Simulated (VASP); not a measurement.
# Mg (P-1) in VASP: a series of runs, part 2 of 2

VASP 6.6.1. Earlier steps stand in the parts before.

## (4) Single point, PBEsol (equal xy, yz and zx shear strains of +1 %)

The input, INCAR:

```
SYSTEM = Mg
PREC = Accurate
ENCUT = 520
EDIFF = 1E-6
ISMEAR = -1
SIGMA = 0.08
LREAL = .FALSE.
LASPH = .TRUE.
NELM = 100
ALGO = Normal
ISIF = 2
LWAVE = .FALSE.
LCHARG = .FALSE.
GGA = PS
NBANDS = 9
```

The input, KPOINTS:

```
regular mesh
0
G
  12 12 7
  0 0 0
```

The input, POSCAR:

```
Mg
1.0
    3.2092715325      0.0160463577      0.0160463577
   -1.5907392128      2.7712874960      0.0058733745
    0.0260516500      0.0260516500      5.2103300000
Mg
2
Direct
    0.3333333333      0.6666666667      0.2500000000
    0.6666666667      0.3333333333      0.7500000000
```

Potentials or basis: VASP PAW PBE potentials, release 64 (Mg).

Run with:

```sh
> cat potpaw_PBE.64/Mg/POTCAR > POTCAR
> mpirun -np 1 vasp_std > vasp.out
```

OUTCAR:

```text
SYSTEM = Mg
   PREC = Accurate
   ENCUT = 520
   EDIFF = 1E-6
   ISMEAR = -1
   LREAL = .FALSE.
   LASPH = .TRUE.
   NELM = 100
   ISIF = 2
   GGA = PS

 ion  position               nearest neighbor table
   1  0.333  0.667  0.250-   2 3.18   2 3.18   2 3.19   2 3.20   2 3.21   2 3.22
   2  0.667  0.333  0.750-   1 3.18   1 3.18   1 3.19   1 3.20   1 3.21   1 3.22

  LATTYP: Found a triclinic cell.
 ALAT       =     3.2232526051
 B/A-ratio  =     0.9913558883
 C/A-ratio  =     1.6165224681
 COS(alpha) =     0.0036852528
 COS(beta)  =     0.0136346634
 COS(gamma) =     0.5000188431

  Lattice vectors:

 A1 = (   1.6185323197,   2.7873338537,   0.0219197322)
 A2 = (  -1.5907392128,   2.7712874960,   0.0058733745)
 A3 = (   0.0260516500,   0.0260516500,   5.2103300000)

Analysis of symmetry for initial positions (statically):
=====================================================================
 Subroutine PRICEL returns:
 Original cell was already a primitive cell.

 Routine SETGRP: Setting up the symmetry group for a
 triclinic supercell.

 Subroutine GETGRP returns: Found  2 space group operations
 (whereof  2 operations were pure point group operations)
[... 171 lines left out ...]
  band No.  band energies     occupation
      1      -4.3473      2.00000
      2       0.8643      2.00000
      3       1.2923      2.00000
      4      13.2764      0.00000
      5      13.3813      0.00000
      6      13.4948      0.00000
      7      13.5682      0.00000
      8      14.2901      0.00000
      9      15.8580      0.00000
[... 265 lines left out ...]
 k-point    24 :       0.3333    0.1667   -0.0000
  band No.  band energies     occupation
      1      -0.6585      2.00000
      2       2.3737      1.62006
      3       4.2837      0.00000
      4       4.7502      0.00000
      5       5.8955      0.00000
      6       7.3157      0.00000
      7       8.4664      0.00000
      8      10.4873      0.00000
      9      11.4532      0.00000

 [... further k-points ...]

------------------------ aborting loop because EDIFF is reached ----------------------------------------

  FORCE on cell =-STRESS in cart. coord.  units (eV):
  Direction    XX          YY          ZZ          XY          YZ          ZX
  --------------------------------------------------------------------------------------
  -------------------------------------------------------------------------------------
  Total       -0.2662475     -0.2660963     -0.4803538     -0.0438286     -0.0512905     -0.0514615
  in kB       -9.1795178     -9.1743025    -16.5613408     -1.5110943     -1.7683604     -1.7742566
  external PRESSURE =     -11.6383870 kB  Pullay stress =       0.0000000 kB

 VOLUME and BASIS-vectors are now :
 -----------------------------------------------------------------------------
  energy-cutoff  :      520.00
  volume of cell :       46.47
      direct lattice vectors                 reciprocal lattice vectors
     3.209271532  0.016046358  0.016046358     0.310717623  0.178359362 -0.002445385
    -1.590739213  2.771287496  0.005873375    -0.001790146  0.359819348 -0.001790146
     0.026051650  0.026051650  5.210330000    -0.000954905 -0.000954905  0.191935972

 POSITION                                       TOTAL-FORCE (eV/Angst)
 -----------------------------------------------------------------------------------
      0.01578      1.85939      1.31185        -0.006551      0.000045      0.000350
      1.62881      0.95400      3.92040         0.006551     -0.000045     -0.000350
 -----------------------------------------------------------------------------------
    total drift:                                0.000000     -0.000000     -0.000000

  FREE ENERGIE OF THE ION-ELECTRON SYSTEM (eV)
  ---------------------------------------------------
  free  energy   TOTEN  =        -3.4500753887 eV

  energy  without entropy=       -3.4319663812  energy(sigma->0) =       -3.44102088
```

stdout:

```text
POSCAR found type information on POSCAR Mg
 POSCAR found :  1 types and       2 ions
 scaLAPACK will be used
 -----------------------------------------------------------------------------
|                                                                             |
|                                                                             |
|     You enforced a specific xc type in the INCAR file but a different       |
|     I HOPE YOU KNOW WHAT YOU ARE DOING!                                     |
|                                                                             |
 -----------------------------------------------------------------------------

 LDA part: xc-table for (Slater+PW92), standard interpolation
 POSCAR, INCAR and KPOINTS ok, starting setup
 FFT: planning ... GRIDC
 FFT: planning ... GRID_SOFT
 FFT: planning ... GRID
 WAVECAR not read
 entering main loop
```

Run time: 34 s. Hardware: 1 thread of Intel Xeon 6975P-C (Granite Rapids), shared host; peak memory 0.32 GiB.

What came out:

- Free energy: -3.4501 eV
- Pressure: -1.2 GPa
- Largest force: 0.007 eV/Å
- Band gap on the k mesh: zero (bands 2 and 3 overlap by 2.24 eV)

Forces on the atoms (eV/Å):
```
Mg  -0.007  0.000  0.000
Mg   0.007  0.000  0.000
```

Levels at points of the mesh, in eV from the Fermi level:
```tsv
k point	band 1	band 2	band 3	band 4	band 5
(0.00, 0.00, 0.00)	-6.84	-1.63	-1.20	10.79	10.89
(0.50, 0.00, 0.00)	-2.12	-2.11	2.61	3.00	3.28
(0.00, 0.50, 0.00)	-2.08	-2.08	2.67	3.04	3.30
(0.50, 0.50, 0.00)	-2.05	-2.03	2.73	3.08	3.32
```

Caveat: the cell differs from its parent crystal (equal xy, yz and zx shear strains of +1 %); the PAW data sets were made with another functional, which shifts forces and pressure a little.

## (5) Overview

| cell | gap on the mesh (eV) | pressure (GPa) | largest force (eV/Å) |
| --- | --- | --- | --- |
| a = 3.210, b = 3.182, c = 5.211 Å, angles 89.6, 88.8, 119.1°, 2 atoms | none | -1.1 | 0.01 |
| a = 3.210, b = 3.237, c = 5.211 Å, angles 90.4, 91.1, 120.9°, 2 atoms | none | -1.1 | 0.02 |
| a = 3.209, b = 3.195, c = 5.210 Å, angles 89.8, 89.4, 119.6°, 2 atoms | none | -1.2 | 0.01 |

Alike in all rows: task single point; level PBEsol; potentials or basis VASP PAW PBE potentials, release 64 (Mg); no spin polarisation; k mesh 12 × 12 × 7; cutoff (eV) 520; smearing fermi-dirac 0.08 eV.

Caveats: the PAW data sets were made with another functional, which shifts forces and pressure a little.

Absolute energies hang on the potentials; compare differences alone.
